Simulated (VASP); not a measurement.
# KCl (Pm-3m) in VASP: settings compared

Aim: see how the results for KCl move with the level of theory and the settings. Levels: r2SCAN, PBE, PBEsol, LDA. Tasks: single point, relaxation of cell and atoms.

Program: VASP 6.6.1. These are calculated values, not measurements. Logs are shortened: lines on timing, memory, paths and dates and some standing lists are left out, and cuts for length are marked.

### Step 1. The cell of the first run

Symmetry: Pm-3m, No. 221, cubic system. The conventional cell has a = 3.771 Å, b = 3.771 Å, c = 3.771 Å, α = 90.00°, β = 90.00°, γ = 90.00°. Within 4.3 Å of K (site symmetry m-3m) lie 8 Cl at 3.27 Å and 6 K at 3.77 Å. Cl (site symmetry m-3m) has 8 K at 3.27 Å and 6 Cl at 3.77 Å within 4.3 Å.

### Step 2. Single point, r2SCAN

Contents of POSCAR:

```
KCl
1.0
    3.7711686990      0.0000000000      0.0000000000
    0.0000000000      3.7711686990      0.0000000000
    0.0000000000      0.0000000000      3.7711686990
K Cl
1 1
Direct
    0.0000000000      0.0000000000      0.0000000000
    0.5000000000      0.5000000000      0.5000000000
```

Contents of INCAR.step1:

```
PREC = Accurate
ENCUT = 520
ISMEAR = 0
SIGMA = 0.01
LREAL = F
LASPH = T
NELM = 80
NBANDS = 15
GGA = PE
ALGO = Normal
EDIFF = 1E-4
LWAVE = T
LCHARG = F
```

Contents of INCAR.step2:

```
PREC = Accurate
ENCUT = 520
EDIFF = 1E-6
ISMEAR = 0
SIGMA = 0.01
LREAL = F
LASPH = T
NELM = 80
ALGO = Normal
ISIF = 2
LWAVE = F
LCHARG = T
METAGGA = R2SCAN
LMIXTAU = T
LELF = T
LVHAR = T
NBANDS = 15
ISTART = 1
```

Contents of KPOINTS:

```
Automatic mesh
0
Gamma
  8 8 8
```

Potentials or basis: VASP PAW PBE potentials, release 64 (K_sv, Cl).

The run is started by

```console
> cat potpaw_PBE.64/K_sv/POTCAR potpaw_PBE.64/Cl/POTCAR > POTCAR
> cp INCAR.step1 INCAR
> mpirun -np 1 vasp_std > vasp.out
> cp INCAR.step2 INCAR
> mpirun -np 1 vasp_std > vasp.out
```

OUTCAR:

```text
PREC = Accurate
   ENCUT = 520
   EDIFF = 1E-6
   ISMEAR = 0
   LREAL = F
   LASPH = T
   NELM = 80
   ISIF = 2
   METAGGA = R2SCAN
   ISTART = 1

 ion  position               nearest neighbor table
   1  0.000  0.000  0.000-
   2  0.500  0.500  0.500-

  LATTYP: Found a simple cubic cell.
 ALAT       =     3.7711686990

  Lattice vectors:

 A1 = (   3.7711686990,   0.0000000000,   0.0000000000)
 A2 = (   0.0000000000,   3.7711686990,   0.0000000000)
 A3 = (   0.0000000000,   0.0000000000,   3.7711686990)

Analysis of symmetry for initial positions (statically):
=====================================================================
 Subroutine PRICEL returns:
 Original cell was already a primitive cell.

 Routine SETGRP: Setting up the symmetry group for a
 simple cubic supercell.

 Subroutine GETGRP returns: Found 48 space group operations
 (whereof 48 operations were pure point group operations)
 out of a pool of 48 trial point group operations.

The static configuration has the point symmetry O_h .

Analysis of symmetry for dynamics (positions and initial velocities):
=====================================================================
 Subroutine PRICEL returns:
 Original cell was already a primitive cell.

 Routine SETGRP: Setting up the symmetry group for a
 simple cubic supercell.

 Subroutine GETGRP returns: Found 48 space group operations
 (whereof 48 operations were pure point group operations)
 out of a pool of 48 trial point group operations.

The dynamic configuration has the point symmetry O_h .

 Subroutine INISYM returns: Found 48 space group operations
 (whereof 48 operations are pure point group operations),
 and found     1 'primitive' translations

----------------------------------------------------------------------------------------

                                     Primitive cell

  volume of cell :      53.6325

  direct lattice vectors                    reciprocal lattice vectors
     3.771168699  0.000000000  0.000000000     0.265169787  0.000000000  0.000000000
     0.000000000  3.771168699  0.000000000     0.000000000  0.265169787  0.000000000
     0.000000000  0.000000000  3.771168699     0.000000000  0.000000000  0.265169787

  length of vectors
     3.771168699  3.771168699  3.771168699     0.265169787  0.265169787  0.265169787

  position of ions in fractional coordinates (direct lattice)
     0.000000000  0.000000000  0.000000000
     0.500000000  0.500000000  0.500000000

  ion indices of the primitive-cell ions
   primitive index   ion index
                 1           1
                 2           2

----------------------------------------------------------------------------------------

 KPOINTS: Automatic mesh

Automatic generation of k-mesh.
 Grid dimensions read from file:
 generate k-points for:    8    8    8

 Generating k-lattice:

  Cartesian coordinates                     Fractional coordinates (reciprocal lattice)
     0.033146223  0.000000000  0.000000000     0.125000000  0.000000000  0.000000000
     0.000000000  0.033146223  0.000000000     0.000000000  0.125000000  0.000000000
     0.000000000  0.000000000  0.033146223     0.000000000  0.000000000  0.125000000

  Length of vectors
     0.033146223  0.033146223  0.033146223

  Shift w.r.t. Gamma in fractional coordinates (k-lattice)
     0.000000000  0.000000000  0.000000000

 Subroutine IBZKPT returns following result:
 ===========================================

 Found     35 irreducible k-points:

 Following reciprocal coordinates:
            Coordinates               Weight
  0.000000  0.000000  0.000000      1.000000
  0.125000  0.000000  0.000000      6.000000
  0.250000  0.000000  0.000000      6.000000
  0.375000  0.000000  0.000000      6.000000
  0.500000  0.000000  0.000000      3.000000
  0.125000  0.125000  0.000000     12.000000
[... 16 lines left out ...]
  0.375000  0.375000  0.125000     24.000000
  0.500000  0.375000  0.125000     24.000000
 [... further k-points ...]
   k-points           NKPTS =     35   k-points in BZ     NKDIM =     35   number of bands    NBANDS=     15
   number of dos      NEDOS =    301   number of ions     NIONS =      2
   total plane-waves  NPLWV =  21952
   dimension x,y,z NGX =    28 NGY =   28 NGZ =   28
   dimension x,y,z NGXF=    56 NGYF=   56 NGZF=   56
   ions per type =               1   1
   NGX,Y,Z   is equivalent  to a cutoff of  12.34, 12.34, 12.34 a.u.
   NGXF,Y,Z  is equivalent  to a cutoff of  24.69, 24.69, 24.69 a.u.
 SYSTEM =  unknown system
   PREC   = accura    normal or accurate (medium, high low for compatibility)
   ISTART =      1    job   : 0-new  1-cont  2-samecut
   ICHARG =      0    charge: 1-file 2-atom 10-const
   ISPIN  =      1    spin polarized calculation?
   LNONCOLLINEAR =      F non collinear calculations
   LSORBIT =      F    spin-orbit coupling
   LASPH  =      T    aspherical Exc in radial PAW
   ENCUT  =  520.0 eV  38.22 Ry    6.18 a.u.   7.01  7.01  7.01*2*pi/ulx,y,z
   NELM   =     80;   NELMIN=  2; NELMDL=  0     # of ELM steps
   EDIFF  = 0.1E-05   stopping-criterion for ELM
   LREAL  =      F    real-space projection
   EDIFFG = 0.1E-04   stopping-criterion for IOM
   NSW    =      0    number of steps for IOM
   IBRION =     -1    ionic relax: 0-MD 1-quasi-New 2-CG
   NFREE  =      0    steps in history (QN), initial steepest desc. (CG)
   ISIF   =      2    stress and relaxation
   ISYM   =      2    0-nonsym 1-usesym 2-fastsym
   POTIM  = 0.5000    time-step for ionic-motion
   TEBEG  =    0.0;   TEEND  =   0.0 temperature during run
   PSTRESS=    0.0 pullay stress
   NELECT =      16.0000    total number of electrons
   NUPDOWN=      -1.0000    fix difference up-down
   EMIN   =  10.00;   EMAX   =-10.00  energy-range for DOS
   EFERMI =   0.00;   METHOD = LEGACY
   ISMEAR =     0;   SIGMA  =   0.01  broadening in eV -4-tet -1-fermi 0-gaus
   EFERMI_NEDOS =   21; number of points for ismear=-14 and -15
   IALGO  =     38    algorithm
   IMIX   =      4    mixing-type and parameters
     AMIX     =   0.40;   BMIX     =  1.00
     AMIX_MAG =   1.60;   BMIX_MAG =  1.00
  volume/ion in A,a.u.               =      26.82       180.96
  Fermi-wavevector in a.u.,A,eV,Ry     =   1.093886  2.067145 16.280559  1.196587
  Thomas-Fermi vector in A             =   2.230180
   LORBIT       =      0    0 simple, 1 ext, 2 COOP (PROOUT), +10 PAW based schemes
   METAGGA = R2SCAN    functional components
   LHFCALC =     F    Hartree Fock is set to
   AEXX    =    0.0000 exact exchange contribution
   IVDW    =     0    specifies the selected vdW correction
   LEPSILON=     F    determine dielectric tensor
   LRPA    =     F    only Hartree local field effects (RPA)
 non-spin polarized calculation
 Gauss-broadening in eV      SIGMA  =   0.01
  energy-cutoff  :      520.00
  volume of cell :       53.63
 maximum number of plane-waves:      1472
   NGX = 15   NGY = 15   NGZ = 15

 number of electron      16.0000004 magnetization

 Free energy of the ion-electron system (eV)
  ---------------------------------------------------
  ext. energy  EPLUGINS =         0.00000000
  ---------------------------------------------------
  free energy    TOTEN  =       -16.40764912 eV

  energy without entropy =      -16.40764912  energy(sigma->0) =      -16.40764912

 E-fermi :  -0.8947     XC(G=0):  -8.7337

 val. band max:       -0.9592368153   @ k =   0.5000   0.5000   0.0000
 cond. band min:       4.8480756547   @ k =   0.0000   0.0000   0.0000
 fundamental gap:      5.8073124700
 Fermi energy:        -0.8946677606

 k-point     1 :       0.0000    0.0000    0.0000
  band No.  band energies     occupation
      1     -30.0453      2.00000
      2     -14.1934      2.00000
      3     -12.6541      2.00000
      4     -12.6541      2.00000
      5     -12.6541      2.00000
      6      -1.1753      2.00000
      7      -1.1753      2.00000
      8      -1.1753      2.00000
      9       4.8481      0.00000
     10       6.1331      0.00000
     11       6.1331      0.00000
     12      10.6434      0.00000
     13      10.6434      0.00000
     14      10.6434      0.00000
     15      13.6544      0.00000

 k-point     2 :       0.1250    0.0000    0.0000
  band No.  band energies     occupation
      1     -30.0419      2.00000
      2     -14.2145      2.00000
      3     -12.6487      2.00000
      4     -12.6487      2.00000
      5     -12.6380      2.00000
      6      -1.4842      2.00000
      7      -1.1774      2.00000
      8      -1.1774      2.00000
      9       5.2249      0.00000
     10       6.2697      0.00000
     11       6.4899      0.00000
     12      10.5820      0.00000
     13      10.5820      0.00000
     14      10.7260      0.00000
     15      13.0202      0.00000

 k-point     3 :       0.2500    0.0000    0.0000
  band No.  band energies     occupation
      1     -30.0337      2.00000
      2     -14.2679      2.00000
      3     -12.6358      2.00000
      4     -12.6358      2.00000
      5     -12.5936      2.00000
      6      -2.1201      2.00000
      7      -1.1831      2.00000
      8      -1.1831      2.00000
      9       6.1044      0.00000
     10       6.6637      0.00000
     11       7.3696      0.00000
     12      10.4911      0.00000
     13      10.4911      0.00000
     14      10.9457      0.00000
     15      11.7300      0.00000
[... 343 lines left out ...]
 k-point    23 :       0.3750    0.3750    0.1250
  band No.  band energies     occupation
      1     -30.0039      2.00000
      2     -14.0017      2.00000
      3     -12.8652      2.00000
      4     -12.7496      2.00000
      5     -12.6366      2.00000
      6      -2.2591      2.00000
      7      -2.1509      2.00000
      8      -1.2596      2.00000
      9       6.6332      0.00000
     10       7.7289      0.00000
     11       8.8511      0.00000
     12       9.0562      0.00000
     13      10.1060      0.00000
     14      10.4495      0.00000
     15      12.6647      0.00000

 k-point    24 :       0.5000    0.3750    0.1250
  band No.  band energies     occupation
      1     -30.0008      2.00000
      2     -13.9450      2.00000
      3     -12.8610      2.00000
      4     -12.8323      2.00000
      5     -12.6337      2.00000
      6      -2.3544      2.00000
      7      -2.1399      2.00000
      8      -1.2359      2.00000
      9       6.4363      0.00000
     10       7.6647      0.00000
     11       8.7794      0.00000
     12       8.9350      0.00000
     13      10.4598      0.00000
     14      11.0868      0.00000
     15      12.3850      0.00000

 [... further k-points ...]
[... 5 lines left out ...]
  --------------------------------------------------------------------------------------
  -------------------------------------------------------------------------------------
  Total       -0.0143966     -0.0143966     -0.0143966     -0.0000000     -0.0000000     -0.0000000
  in kB       -0.4300720     -0.4300720     -0.4300720     -0.0000000     -0.0000000     -0.0000000
  external PRESSURE =      -0.4300720 kB  Pullay stress =       0.0000000 kB

 VOLUME and BASIS-vectors are now :
 -----------------------------------------------------------------------------
  energy-cutoff  :      520.00
  volume of cell :       53.63
      direct lattice vectors                 reciprocal lattice vectors
     3.771168699  0.000000000  0.000000000     0.265169787  0.000000000  0.000000000
     0.000000000  3.771168699  0.000000000     0.000000000  0.265169787  0.000000000
     0.000000000  0.000000000  3.771168699     0.000000000  0.000000000  0.265169787

 POSITION                                       TOTAL-FORCE (eV/Angst)
 -----------------------------------------------------------------------------------
      0.00000      0.00000      0.00000         0.000000      0.000000      0.000000
      1.88558      1.88558      1.88558         0.000000      0.000000      0.000000
 -----------------------------------------------------------------------------------
    total drift:                               -0.000000      0.000000      0.000000

  FREE ENERGIE OF THE ION-ELECTRON SYSTEM (eV)
  ---------------------------------------------------
  free  energy   TOTEN  =       -16.4076491233 eV

  energy  without entropy=      -16.4076491233  energy(sigma->0) =      -16.40764912
```

Wall time 77 s (1 thread of Intel Xeon Platinum 8488C (Sapphire Rapids), shared host); peak memory 0.18 GiB.

Results:

- Free energy: -16.4076 eV
- Pressure: 0.0 GPa
- Band gap on the k mesh: 5.81 eV, indirect (least direct gap 6.02 eV)

Caveat: the PAW data sets were made with another functional, which shifts forces and pressure a little. r2SCAN opens gaps a little over a GGA but as a rule still falls short of measured ones.

### Step 3. Relaxation of cell and atoms, PBE

This run uses another cell than the first one, of 25.43 Å³/atom, 0.948 times its volume.

Contents of INCAR:

```
SYSTEM = KCl
ALGO = Normal ; EDIFF = 1E-7
EDIFFG = -0.005 ; ENCUT = 600
GGA = PE ; IBRION = 2
ISIF = 3 ; ISMEAR = -1
LASPH = .TRUE. ; LCHARG = .FALSE.
LREAL = .FALSE. ; LWAVE = .FALSE.
NELM = 60 ; NSW = 80
PREC = Accurate ; SIGMA = 0.02
```

Contents of KPOINTS:

```
k-points
0
G
  6 6 6
  0 0 0
```

Contents of POSCAR:

```
KCl
1.0
    3.7048820808      0.0000000000      0.0000000000
    0.0000000000      3.7048820808      0.0000000000
    0.0000000000      0.0000000000      3.7048820808
K Cl
1 1
Direct
    0.0000000000      0.0000000000      0.0000000000
    0.5000000000      0.5000000000      0.5000000000
```

Potentials or basis: VASP PAW PBE potentials, release 64 (K_sv, Cl).

The run is started by

```console
> cat potpaw_PBE.64/K_sv/POTCAR potpaw_PBE.64/Cl/POTCAR > POTCAR
> mpirun -np 1 vasp_std > vasp.out
```

It took 63 s on 1 thread of Intel Xeon Platinum 8488C (Sapphire Rapids), shared host; peak memory 0.17 GiB.

Results (log left out):

```
Free energy                            : -6.6551 eV
Relaxed volume                         : 28.29 Å³/atom
Relaxed cell                           : a = 3.839 Å, b = 3.839 Å, c = 3.839 Å, α = 90.00°, β = 90.00°, γ = 90.00°
Space group after relaxing (to 0.05 Å) : Pm-3m (No. 221)
Energy gained by relaxing              : 20.7 meV/atom
Ionic steps                            : 4
Pressure after relaxing                : 0.0 GPa
Band gap on the k mesh                 : 4.80 eV, indirect (least direct gap 5.00 eV)
```

Step by step:
```csv
step,energy change (eV),largest force (eV/Å),pressure (GPa),volume (Å³)
1,0.0000,0.0000,2.58,50.85
2,-0.0336,0.0000,1.00,53.93
3,-0.0410,0.0000,-0.19,57.11
4,-0.0413,0.0000,-0.01,56.57
```

Final structure:
```
K Cl
1.0
     3.83885    0.00000    0.00000
     0.00000    3.83885    0.00000
     0.00000    0.00000    3.83885
K Cl
1 1
Direct
  0.00000 0.00000 0.00000
  0.50000 0.50000 0.50000
```

Levels at points of the mesh, in eV from the valence-band top:
| k point | band 4 | band 5 | band 6 | band 7 | band 8 | band 9 | band 10 | band 11 | band 12 |
| --- | --- | --- | --- | --- | --- | --- | --- | --- | --- |
| (0.00, 0.00, 0.00) | -11.45 | -11.45 | -0.20 | -0.20 | -0.20 | 4.80 | 6.57 | 6.57 | 10.64 |
| (0.50, 0.00, 0.00) | -11.42 | -11.30 | -1.76 | -0.21 | -0.21 | 7.70 | 7.91 | 8.24 | 10.14 |
| (0.50, 0.50, 0.00) | -11.67 | -11.40 | -1.19 | -1.19 | 0.00 | 6.19 | 7.28 | 8.94 | 8.94 |
| (0.50, 0.50, 0.50) | -11.62 | -11.62 | -1.31 | -1.31 | -1.31 | 8.81 | 8.81 | 8.81 | 9.88 |

A k mesh can miss the band edges. As with any semilocal functional, this PBE gap is likely too small.

### Step 4. Relaxation of cell and atoms, PBEsol

This run uses another cell than the first one, of 28.19 Å³/atom, 1.051 times its volume.

Contents of INCAR:

```
SYSTEM = KCl
ALGO = Normal ; EDIFF = 1E-6
EDIFFG = -0.005 ; ENCUT = 600
GGA = PS ; IBRION = 2
ISIF = 3 ; ISMEAR = -1
LASPH = .True. ; LCHARG = .False.
LREAL = .False. ; LWAVE = .False.
NELM = 100 ; NSW = 80
PREC = Accurate ; SIGMA = 0.02
```

Contents of KPOINTS:

```
k-points
0
Gamma
  6 6 6
  0 0 0
```

Contents of POSCAR:

```
KCl
1.0
    3.8344708363      0.0000000000      0.0000000000
    0.0000000000      3.8344708363      0.0000000000
    0.0000000000      0.0000000000      3.8344708363
K Cl
1 1
Direct
    0.0000000000      0.0000000000      0.0000000000
    0.5000000000      0.5000000000      0.5000000000
```

The run is started by

```console
> cat potpaw_PBE.64/K_sv/POTCAR potpaw_PBE.64/Cl/POTCAR > POTCAR
> mpirun -np 1 vasp_std > vasp.out
```

Run time: 35 s. Hardware: 1 thread of Intel Xeon Platinum 8488C (Sapphire Rapids), shared host; peak memory 0.19 GiB.

Results (log left out):

```
Free energy                            : -6.9156 eV
Relaxed volume                         : 26.22 Å³/atom
Relaxed cell                           : a = 3.743 Å, b = 3.743 Å, c = 3.743 Å, α = 90.00°, β = 90.00°, γ = 90.00°
Space group after relaxing (to 0.05 Å) : Pm-3m (No. 221)
Energy gained by relaxing              : 8.7 meV/atom
Ionic steps                            : 4
Pressure after relaxing                : 0.0 GPa
Band gap on the k mesh                 : 4.94 eV, indirect (least direct gap 5.16 eV)
```

The path:
```tsv
step	energy change (eV)	largest force (eV/Å)	pressure (GPa)	volume (Å³)
1	0.0000	0.0000	-1.33	56.38
2	-0.0124	0.0000	-0.76	54.49
3	-0.0174	0.0000	-0.07	52.61
4	-0.0175	0.0000	0.01	52.44
```

Final structure:
```
K Cl
1.0
     3.74308    0.00000    0.00000
     0.00000    3.74308    0.00000
     0.00000    0.00000    3.74308
K Cl
1 1
Direct
  0.00000 0.00000 0.00000
  0.50000 0.50000 0.50000
```

Levels at points of the mesh, in eV from the valence-band top:
| k point | band 5 | band 6 | band 7 | band 8 | band 9 | band 10 | band 11 | band 12 |
| --- | --- | --- | --- | --- | --- | --- | --- | --- |
| (0.00, 0.00, 0.00) | -11.20 | -0.22 | -0.22 | -0.22 | 4.94 | 6.36 | 6.36 | 10.82 |
| (0.50, 0.00, 0.00) | -11.05 | -2.02 | -0.25 | -0.25 | 7.85 | 7.89 | 8.56 | 10.01 |
| (0.50, 0.50, 0.00) | -11.13 | -1.34 | -1.34 | 0.00 | 6.09 | 7.24 | 8.93 | 8.93 |
| (0.50, 0.50, 0.50) | -11.42 | -1.53 | -1.53 | -1.53 | 8.89 | 8.89 | 8.89 | 10.16 |

Caveat: the PAW data sets were made with another functional, which shifts forces and pressure a little.

[end of part 1 of 2]
